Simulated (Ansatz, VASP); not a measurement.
**Two plane-wave programs on Nb**

File POSCAR:

```
Nb
1.0
    0.0000000000      2.1150000000      2.1784500000
    2.1150000000      0.0000000000      2.1784500000
    2.1150000000      2.1150000000      0.0000000000
Nb
1
Direct
    0.0000000000      0.0000000000      0.0000000000
```

File INCAR.step1:

```
SYSTEM = Nb
PREC = Accurate ; ENCUT = 520
ISMEAR = 0 ; SIGMA = 0.15
LREAL = .False. ; LASPH = .True.
NELM = 60 ; NBANDS = 12
GGA = PE ; ALGO = Normal
EDIFF = 1E-4 ; LWAVE = .True.
LCHARG = .False.
```

INCAR.step2

```
SYSTEM = Nb
PREC = Accurate ; ENCUT = 520
EDIFF = 1E-7 ; ISMEAR = 0
SIGMA = 0.15 ; LREAL = .False.
LASPH = .True. ; NELM = 60
ALGO = Normal ; ISIF = 2
LWAVE = .False. ; LCHARG = .True.
METAGGA = R2SCAN ; LMIXTAU = .True.
LELF = .True. ; LVHAR = .True.
NBANDS = 12 ; ISTART = 1
```

File KPOINTS:

```
regular mesh
0
Gamma
  20 20 20
  0 0 0
```

Input for Ansatz:

```yaml
crystal:
  lattice:
    - [0.0, 2.115, 2.17845]
    - [2.115, 0.0, 2.17845]
    - [2.115, 2.115, 0.0]
  atoms:
    - { symbol: Nb, position: [0.0, 0.0, 0.0] }
basis:
  ecutwfc: 500
kpoints:
  mp_grid: { grid: [20, 20, 20] }
hamiltonian:
  xc: r2scan
scf:
  occupations: { method: gaussian, width: 0.15 }
output:
  forces: true
  stress: true
  eigenvalues: true
```

Change from the starting cell: strain +0.000 along x and y, +0.030 along z, atoms carried along.

Alike in both runs: task single point; functional r2SCAN; k mesh 20 × 20 × 20; occupations gaussian, width 0.15 eV; no spin polarisation.

```csv
,VASP,Ansatz
version,VASP 6.6.1,Ansatz 0.2.0
potentials or method,"VASP PAW PBE potentials, release 64 (Nb_sv), cutoff 520 eV","scalar-relativistic, plane waves, PAW"
valence electrons in the cell,13,13
```

```csv
,VASP,Ansatz,Ansatz less VASP
gap on the k mesh at the Fermi level (eV),none,none,-
pressure (GPa),-6.9,-6.7,+0.19
"traceless stress, the component that is largest in VASP (GPa)",4.36,4.39,+0.026
```

VASP's potentials were made for PBE, not for r2SCAN. A gap of «none» marks a metal or a gap that the smearing closes.
